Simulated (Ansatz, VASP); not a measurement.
# InP: VASP beside Ansatz

```
In P
1.0
     0.00000    2.85500    2.85500
     2.85500    0.00000    2.85500
     2.85500    2.85500    0.00000
In P
1 1
Direct
  0.00000 0.00000 0.00000
  0.50000 0.50000 0.50000
```

Alike in both runs: functional PBE; k mesh 6 × 6 × 6; occupations fermi-dirac, width 0.02 eV; no spin polarisation.

Ansatz relaxed the structure, and its values are those at the end. VASP's run is a single point on that final structure, the one shown.

|  | VASP | Ansatz |
| --- | --- | --- |
| version | VASP 6.6.1 | Ansatz 0.2.0 |
| potentials or method | VASP PAW PBE potentials, release 64 (In_d, P) | plane-wave PAW, scalar-relativistic |
| plane-wave cutoff (eV) | 520 | 420 |
| valence electrons in the cell | 18 | 18 |

|  | VASP | Ansatz | Ansatz less VASP |
| --- | --- | --- | --- |
| pressure (GPa) | -5.1 | -5.1 | +0.04 |

Ansatz's warnings: stress scf threshold loose.
